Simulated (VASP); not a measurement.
Input of a VASP 6.6.1 run:

File INCAR:

```
SYSTEM = SnO2
PREC = Accurate ; ENCUT = 520
EDIFF = 1E-6 ; ISMEAR = 0
SIGMA = 0.05 ; LREAL = .False.
LASPH = .True. ; NELM = 100
ALGO = Normal ; ISIF = 2
LWAVE = .False. ; LCHARG = .True.
GGA = PE ; IVDW = 12
LELF = .True. ; LVHAR = .True.
NBANDS = 64
```

The input KPOINTS:

```
Automatic mesh
0
Gamma
  6 6 6
  0 0 0
```

POSCAR

```
SnO2
1.0
    3.2373377712      1.8690778337      4.2908446647
   -3.2373377712      1.8690778337      4.2908446647
    0.0000000000     -3.7381556673      4.2908446647
Sn O
4 8
Direct
    0.8635708757      0.8653829491      0.8653829490
    0.3635971498      0.3653867286      0.8653889283
    0.3635971498      0.8653889283      0.3653867285
    0.8635808016      0.3653914272      0.3653914271
    0.1133359091      0.6250823833      0.6250823946
    0.6133322521      0.1251201062      0.6250864513
    0.6133322521      0.6250864400      0.1251201175
    0.6251427120      0.6000346685      0.6000346579
    0.1133400524      0.1251102973      0.1251103086
    0.1251584479      0.1000008539      0.6000284171
    0.1251584479      0.6000284277      0.1000008433
    0.6251325358      0.1000164955      0.1000164848
```

Potentials or basis: VASP PAW PBE potentials, release 64 (Sn_d, O).

Run with:

```bash
$ cat potpaw_PBE.64/Sn_d/POTCAR potpaw_PBE.64/O/POTCAR > POTCAR
$ mpirun -np 1 vasp_std > vasp.out
```

(1) Predict the largest force.

(2) Estimate the pressure.

(3) What does it give for the dispersion energy per atom?

(4) What does it give for the band gap on the k mesh?

## Answers

(1) 1.192 eV/Å.

(2) 1.5 GPa.

(3) -0.201 eV.

(4) 1.54 eV.

Caveat: the cell differs from its parent crystal (atoms displaced along a vibrational mode); spin-orbit coupling is left out, which moves the levels of the heavy elements; forces of over 1 eV/Å act on the atoms, so gaps and moduli don't describe the material at rest.
